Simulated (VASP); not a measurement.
A run of VASP 6.6.1 is set up as follows.

The input INCAR:

```
  PREC = Accurate
  ENCUT = 520
  EDIFF = 1E-7
  ISMEAR = -1
  SIGMA = 0.1
  LREAL = False
  LASPH = True
  NELM = 80
  ALGO = Normal
  ISIF = 2
  LWAVE = False
  LCHARG = False
  GGA = PS
  NBANDS = 10
```

Contents of KPOINTS:

```
Automatic mesh
0
Gamma
  15 15 15
```

Contents of POSCAR:

```
B
1.0
    0.0000000000      1.9892169237      1.9892169237
    1.9892169237      0.0000000000      1.9892169237
    1.9892169237      1.9892169237      0.0000000000
B
2
Direct
    0.1250000000      0.1250000000      0.1250000000
    0.8750000000      0.8750000000      0.8750000000
```

Potentials or basis: VASP PAW PBE potentials, release 64 (B).

The run is started by

```bash
$ cat potpaw_PBE.64/B/POTCAR > POTCAR
$ mpirun -np 1 vasp_std > vasp.out
```

Question: Estimate the band gap on the k mesh.

Answer: Zero (band 3 reaches 8.40 eV, above the bottom of band 4 at 1.31 eV).

Question: Predict the pressure.

Answer: 8.2 GPa.

Caveat: the PAW data sets were made with another functional, which shifts forces and pressure a little.
